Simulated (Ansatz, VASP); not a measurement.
**Li in VASP and in Ansatz**

```xyz
4
Lattice="3.1055 0.0000 0.0000 -1.5528 2.6895 0.0000 0.0000 0.0000 10.1217" Properties=species:S:1:pos:R:3 pbc="T T T"
Li    3.1055    0.0000    0.0000
Li    0.0000    0.0000    5.0608
Li    0.0000    1.7930    2.5304
Li    1.5528    0.8965    7.5913
```

Alike in both runs: functional revPBE; k mesh 12 × 12 × 3; occupations fermi-dirac, width 0.1 eV; no spin polarisation.

Ansatz relaxed the structure, and its values are those at the end. VASP's run is a single point on that final structure, the one shown.

|  | VASP | Ansatz |
| --- | --- | --- |
| version | VASP 6.6.1 | Ansatz 0.2.0 |
| potentials or method | VASP PAW PBE potentials, release 64 (Li_sv), cutoff 750 eV | plane waves (420 eV) with PAW, scalar-relativistic |
| valence electrons in the cell | 12 | 12 |

|  | VASP | Ansatz | Ansatz less VASP |
| --- | --- | --- | --- |
| pressure (GPa) | -0.1 | 0.0 | +0.14 |

VASP's potentials were made for PBE, not for revPBE. The functional is the same, so the differences come from potentials, cutoffs and numerics.
